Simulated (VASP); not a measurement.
Set up this calculation in VASP 6.6.1, as the native input.

* Task: single point
* Functional: PBE
* Potentials or basis: VASP PAW PBE potentials, release 64 (Mn_pv, O)
* Cutoff: 520 eV
* k mesh: 9 × 9 × 9
* Occupations: fermi-dirac, width 0.02 eV
* Spin: collinear spin, ferromagnetic start
* Starting moments: [0.45, 0.0] μB
* Hubbard terms: Mn d U = 2.8 eV
* Dipole correction: no
* Further INCAR settings: ALGO = Normal; EDIFF = 1e-06; NBANDS = 20

The structure of MnO lies in POSCAR:

```
MnO
1.0
    0.0000000000      2.2400000000      2.2400000000
    2.2400000000      0.0000000000      2.2400000000
    2.2400000000      2.2400000000      0.0000000000
Mn O
1 1
Direct
    0.0000000000      0.0000000000      0.0000000000
    0.5000000000      0.5000000000      0.5000000000
```

The input as run:

INCAR

```
PREC = Accurate ; ENCUT = 520
EDIFF = 1E-6 ; ISMEAR = -1
SIGMA = 0.02 ; LREAL = False
LASPH = True ; NELM = 150
ALGO = Normal ; ISIF = 2
LWAVE = False ; LCHARG = True
ISPIN = 2 ; MAGMOM = 0.45 0
LORBIT = 11 ; LMAXMIX = 4
LDAU = True ; LDAUTYPE = 2
LDAUL = 2 -1 ; LDAUU = 2.8 0
LDAUJ = 0 0 ; LDAUPRINT = 1
GGA = PE ; LELF = True
LVHAR = True ; NBANDS = 20
```

KPOINTS

```
regular mesh
0
Gamma
  9 9 9
```

Potentials or basis: VASP PAW PBE potentials, release 64 (Mn_pv, O).

Command:

```bash
$ cat potpaw_PBE.64/Mn_pv/POTCAR potpaw_PBE.64/O/POTCAR > POTCAR
$ mpirun -np 1 vasp_std > vasp.out
```

Results of the run:

- Pressure: 3.1 GPa
- Band gap on the k mesh: zero (filled and empty bands overlap)
- Net moment: 5.00 μB per cell
- Site moments: Mn +4.59; O +0.17 μB
- Valence electrons inside the program's atomic spheres: Mn 11.33; O 4.99

Caveat: a cell with one magnetic atom can't hold antiferromagnetic order, which such compounds often take.

Wall time 21 s on 1 thread of Intel(R) Xeon(R) Platinum 8488C (Sapphire Rapids), on a shared host, peak memory 0.16 GiB.
